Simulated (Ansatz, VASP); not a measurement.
**Mg3Sb2: VASP beside Ansatz**

```
Mg Sb
1.0
     4.59387    0.00000    0.00000
    -2.29693    3.97841    0.00000
     0.00000    0.00000    7.27428
Mg Sb
3 2
Direct
  0.33333 0.66667 0.63196
  0.66667 0.33333 0.36804
  0.00000 0.00000 0.00000
  0.33333 0.66667 0.22563
  0.66667 0.33333 0.77437
```

Alike in both runs: task single point; functional PBE; k mesh 12 × 12 × 6; occupations gaussian, width 0.01 eV; no spin polarisation.

|  | VASP | Ansatz |
| --- | --- | --- |
| version | VASP 6.6.1 | Ansatz 0.2.0 |
| potentials or method | VASP PAW PBE potentials, release 64 (Mg, Sb), cutoff 600 eV | scalar-relativistic, plane waves, PAW |
| valence electrons in the cell | 16 | 60 |

|  | VASP | Ansatz | Ansatz less VASP |
| --- | --- | --- | --- |
| gap on the k mesh at the Fermi level (eV) | 0.08 | 0.11 | +0.025 |
| least direct gap on the mesh (eV) | 1.02 | 1.03 | +0.007 |
| pressure (GPa) | 0.1 | 0.0 | -0.04 |
| rms of the force components (eV/Å) | 0.004 | 0.002 | -0.0019 |

Atom by atom the forces differ by 0.006 eV/Å (rms over components). The functional is the same, so the differences come from potentials, cutoffs and numerics. VASP's potentials hold 16 valence electrons a cell and Ansatz's 60, so a difference there can come from the potentials and not from the codes.

Neither program's run includes spin-orbit coupling.
